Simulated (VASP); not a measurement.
# HCl (I4/mmm) in VASP: vibrations by perturbation theory with PBEsol

Aim: the vibrations by perturbation theory of HCl with PBEsol.

Program: VASP 6.6.1. These are calculated values, not measurements. Logs are shortened: lines on timing, memory, paths and dates and some standing lists are left out, and cuts for length are marked.

### Step 1. The cell of the first run

Symmetry: I4/mmm, No. 139, tetragonal system. The conventional cell has a = 5.328 Å, b = 5.328 Å, c = 3.067 Å, α = 90.00°, β = 90.00°, γ = 90.00°. H (site symmetry 4/mmm) has 2 Cl at 1.53 Å within 2.0 Å. Within 2.0 Å of Cl (site symmetry 4/mmm) lie 2 H at 1.53 Å.

### Step 2. Vibrations by perturbation theory, PBEsol

INCAR reads:

```
SYSTEM = HCl
PREC = Accurate
ENCUT = 520
EDIFF = 1E-8
ISMEAR = 0
SIGMA = 0.01
LREAL = .False.
LASPH = .True.
NELM = 60
ALGO = Normal
ISIF = 2
LWAVE = .False.
LCHARG = .False.
GGA = PS
IBRION = 8
NSW = 1
LEPSILON = .True.
```

KPOINTS reads:

```
regular mesh
0
Gamma
  8 8 8
  0 0 0
```

POSCAR reads:

```
HCl
1.0
    0.0000000000      3.7676010472      3.7677657393
    1.5335275214      0.0000000000      3.7677657393
    1.5335275214      3.7676010472      0.0000000000
H Cl
1 1
Direct
    0.0000000000      0.0000000000      0.0000000000
    0.5000000000      0.5000000000      0.5000000000
```

Potentials or basis: VASP PAW PBE potentials, release 64 (H, Cl).

Launch:

```
> cat potpaw_PBE.64/H/POTCAR potpaw_PBE.64/Cl/POTCAR > POTCAR
> mpirun -np 1 vasp_std > vasp.out
```

OUTCAR:

```text
SYSTEM = HCl
   PREC = Accurate
   ENCUT = 520
   EDIFF = 1E-8
   ISMEAR = 0
   LREAL = .False.
   LASPH = .True.
   NELM = 60
   ISIF = 2
   GGA = PS
   IBRION = 8
   NSW = 1
   LEPSILON = .True.

 ion  position               nearest neighbor table
   1  0.000  0.000  0.000-   2 1.53   2 1.53
   2  0.500  0.500  0.500-   1 1.53   1 1.53

  LATTYP: Found a face centered orthorhombic cell.
 ALAT       =     3.0670550428
 B/A-ratio  =     2.4568199753
 C/A-ratio  =     2.4569273696

  Lattice vectors:

 A1 = (   0.0000000000,   3.7676010472,   3.7677657393)
 A2 = (   1.5335275214,   0.0000000000,   3.7677657393)
 A3 = (   1.5335275214,   3.7676010472,   0.0000000000)

Analysis of symmetry for initial positions (statically):
=====================================================================
 Subroutine PRICEL returns:
 Original cell was already a primitive cell.

 Routine SETGRP: Setting up the symmetry group for a
 face centered orthorhombic supercell.

 Subroutine GETGRP returns: Found  8 space group operations
 (whereof  8 operations were pure point group operations)
 out of a pool of  8 trial point group operations.

The static configuration has the point symmetry D_2h.

Analysis of symmetry for dynamics (positions and initial velocities):
=====================================================================
 Subroutine PRICEL returns:
 Original cell was already a primitive cell.

 Routine SETGRP: Setting up the symmetry group for a
 face centered orthorhombic supercell.

 Subroutine GETGRP returns: Found  8 space group operations
 (whereof  8 operations were pure point group operations)
 out of a pool of  8 trial point group operations.

The dynamic configuration has the point symmetry D_2h.

 Subroutine INISYM returns: Found  8 space group operations
 (whereof  8 operations are pure point group operations),
 and found     1 'primitive' translations

----------------------------------------------------------------------------------------

                                     Primitive cell

  volume of cell :      43.5382

  direct lattice vectors                    reciprocal lattice vectors
     0.000000000  3.767601047  3.767765739    -0.326045665  0.132710442  0.132704641
     1.533527521  0.000000000  3.767765739     0.326045665 -0.132710442  0.132704641
     1.533527521  3.767601047  0.000000000     0.326045665  0.132710442 -0.132704641

  length of vectors
     5.328308955  4.067894458  4.067741918     0.376202550  0.376202550  0.376202550

  position of ions in fractional coordinates (direct lattice)
     0.000000000  0.000000000  0.000000000
     0.500000000  0.500000000  0.500000000

  ion indices of the primitive-cell ions
   primitive index   ion index
                 1           1
                 2           2

----------------------------------------------------------------------------------------

 KPOINTS: regular mesh

Automatic generation of k-mesh.
 Grid dimensions read from file:
 generate k-points for:    8    8    8

 Generating k-lattice:

  Cartesian coordinates                     Fractional coordinates (reciprocal lattice)
[... 413 lines left out ...]
  ---------------------------------------------------
  ---------------------------------------------------
  free energy    TOTEN  =        -1.19779854 eV

  energy without entropy =       -1.19779854

------------------------ aborting loop because EDIFF is reached ----------------------------------------

--------------------------------------- Ionic step        2  -------------------------------------------

------------------------ aborting loop because EDIFF is reached ----------------------------------------

--------------------------------------- Ionic step        3  -------------------------------------------

------------------------ aborting loop because EDIFF is reached ----------------------------------------

 PIEZOELECTRIC TENSOR FIELD DIRECTION 3  (e Angst)
 -----------------------------------------------------------------------------
    -0.00036  0.00000  0.00000           (  0.00000  0.00000  0.00000)
     0.00000  0.00001  0.00000           (  0.00000  0.00000  0.00000)
     0.00000  0.00000 -0.00085           (  0.00000  0.00000  0.00000)

 PIEZOELECTRIC TENSOR FIELD DIRECTION 3  (C/m^2)
 -----------------------------------------------------------------------------
    -0.00013  0.00000  0.00000
     0.00000  0.00000  0.00000
     0.00000  0.00000 -0.00031

--------------------------------------- Ionic step        4  -------------------------------------------
[... 17 lines left out ...]
------------------------ aborting loop because EDIFF is reached ----------------------------------------

--------------------------------------- Ionic step        9  -------------------------------------------

 Free energy of the ion-electron system (eV)
  ---------------------------------------------------
  ---------------------------------------------------
  free energy    TOTEN  =        -0.19920507 eV

  energy without entropy =       -0.19920507

------------------------ aborting loop because EDIFF is reached ----------------------------------------

 INTERNAL STRAIN TENSOR  FOR ION    2  DIRECTION 3   (eV/Angst):
 -----------------------------------------------------------------------------
     0.00524  0.00000  0.00000
     0.00000  0.00018  0.00000
     0.00000  0.00000  0.01026

 MACROSCOPIC STATIC DIELECTRIC TENSOR (including local field effects in DFT)
 ------------------------------------------------------
          10.354000     0.000000     0.000000
          -0.000000     1.888749     0.000000
           0.000000     0.000000     1.888716
 ------------------------------------------------------

 PIEZOELECTRIC TENSOR (including local field effects)  for field in x, y, z        (e  Angst)
          XX          YY          ZZ          XY          YZ          ZX
  --------------------------------------------------------------------------------
  x     0.00000     0.00000     0.00000     0.00000     0.00000     0.00000
  y     0.00000     0.00000     0.00000     0.00000     0.00000     0.00000
  z     0.00000     0.00000     0.00000     0.00000     0.00000     0.00000

 PIEZOELECTRIC TENSOR (including local field effects)  for field in x, y, z        (C/m^2)
          XX          YY          ZZ          XY          YZ          ZX
  --------------------------------------------------------------------------------
  x     0.00000     0.00000     0.00000     0.00000     0.00000     0.00000
  y     0.00000     0.00000     0.00000     0.00000     0.00000     0.00000
  z     0.00000     0.00000     0.00000     0.00000     0.00000     0.00000

 BORN EFFECTIVE CHARGES (including local field effects) (in |e|, cummulative output)
 ---------------------------------------------------------------------------------
 ion    1
    1     7.50760     0.00000     0.00000
    2     0.00000     0.25274     0.00000
    3     0.00000     0.00000     0.25273
 ion    2
    1    -7.50760     0.00000     0.00000
    2     0.00000    -0.25274     0.00000
    3     0.00000     0.00000    -0.25273

 INTERNAL STRAIN TENSOR FOR ION    2 for displacements in x,y,z  (eV/Angst):
          X           Y           Z          XY          YZ          ZX
  --------------------------------------------------------------------------------
  x     0.00000     0.00000     0.00000     0.00000     0.00000     0.00000
  y     0.00000     0.00000     0.00000     0.00000     0.00000     0.00000
  z     0.00000     0.00000     0.00000     0.00000     0.00000     0.00000

 SECOND DERIVATIVES (NOT SYMMETRIZED)
 ------------------------------------
               1X          1Y          1Z          2X          2Y          2Z
  1X    14.490467    0.000000    0.000000  -14.490467    0.000000    0.000000
  1Y     0.000000    2.943168    0.000000    0.000000   -2.943168    0.000000
  1Z     0.000000    0.000000    2.943172    0.000000    0.000000   -2.943172
  2X   -14.493943    0.000000    0.000000   14.493943    0.000000    0.000000
  2Y     0.000000   -2.941952    0.000000    0.000000    2.941952    0.000000
  2Z     0.000000    0.000000   -2.942025    0.000000    0.000000    2.942025

 Eigenvectors and eigenvalues of the dynamical matrix
 ----------------------------------------------------

   1 f  =    0.001182 THz     0.007428 2PiTHz    0.039436 cm-1     0.004889 meV
             X         Y         Z           dx          dy          dz
      0.000000  0.000000  0.000000    -0.165647    0.000000    0.000000
      1.533528  3.767601  3.767766    -0.986185    0.000000    0.000000
[... 21 lines left out ...]
   6 f/i=   60.343915 THz   379.152002 2PiTHz 2012.856353 cm-1   249.562269 meV
             X         Y         Z           dx          dy          dz
      0.000000  0.000000  0.000000    -0.986185    0.000000    0.000000
      1.533528  3.767601  3.767766     0.165647    0.000000    0.000000

--------------------------------------------------------------------------------------------------------

 MACROSCOPIC STATIC DIELECTRIC TENSOR IONIC CONTRIBUTION
 ------------------------------------------------------
           0.000000     0.000000     0.000000
           0.000000     0.000000     0.000000
           0.000000     0.000000     0.000000
 ------------------------------------------------------

 ELASTIC MODULI CONTR FROM IONIC RELAXATION (kBar)
 Direction    XX          YY          ZZ          XY          YZ          ZX
 --------------------------------------------------------------------------------
 XX           0.0000      0.0000      0.0000      0.0000      0.0000      0.0000
 YY           0.0000      0.0000      0.0000      0.0000      0.0000      0.0000
 ZZ           0.0000      0.0000      0.0000      0.0000      0.0000      0.0000
 XY           0.0000      0.0000      0.0000      0.0000      0.0000      0.0000
 YZ           0.0000      0.0000      0.0000      0.0000      0.0000      0.0000
 ZX           0.0000      0.0000      0.0000      0.0000      0.0000      0.0000
 --------------------------------------------------------------------------------

 PIEZOELECTRIC TENSOR IONIC CONTR  for field in x, y, z        (C/m^2)
          XX          YY          ZZ          XY          YZ          ZX
  --------------------------------------------------------------------------------
  x     0.00000     0.00000     0.00000     0.00000     0.00000     0.00000
  y     0.00000     0.00000     0.00000     0.00000     0.00000     0.00000
  z     0.00000     0.00000     0.00000     0.00000     0.00000     0.00000
```

It took 12 min on 1 thread of Intel Xeon 8259CL, shared host; peak memory 0.28 GiB.

What came out:

```
Electronic dielectric tensor (diagonal)                 : 10.35, 1.89, 1.89
Born charges (mean of the diagonal)                     : H +2.67; Cl -2.67 e
Highest phonon frequency at Γ, LO-TO splitting left out : 0 cm⁻¹
Most unstable mode                                      : 2013i cm⁻¹
```

Phonon frequencies in cm⁻¹ (negative: imaginary):
```tsv
q point	frequencies
(0.000, 0.000, 0.000)	-2013 -907 -907 0 0 0
```

Electronic dielectric tensor:
```
10.35  0.00  0.00
 0.00  1.89  0.00
 0.00  0.00  1.89
```

Born effective charge tensors (e):
atom 1, H
```
7.51 0.00 0.00
0.00 0.25 0.00
0.00 0.00 0.25
```
atom 2, Cl
```
-7.51  0.00  0.00
 0.00 -0.25  0.00
 0.00  0.00 -0.25
```

Caveat: some modes are imaginary.
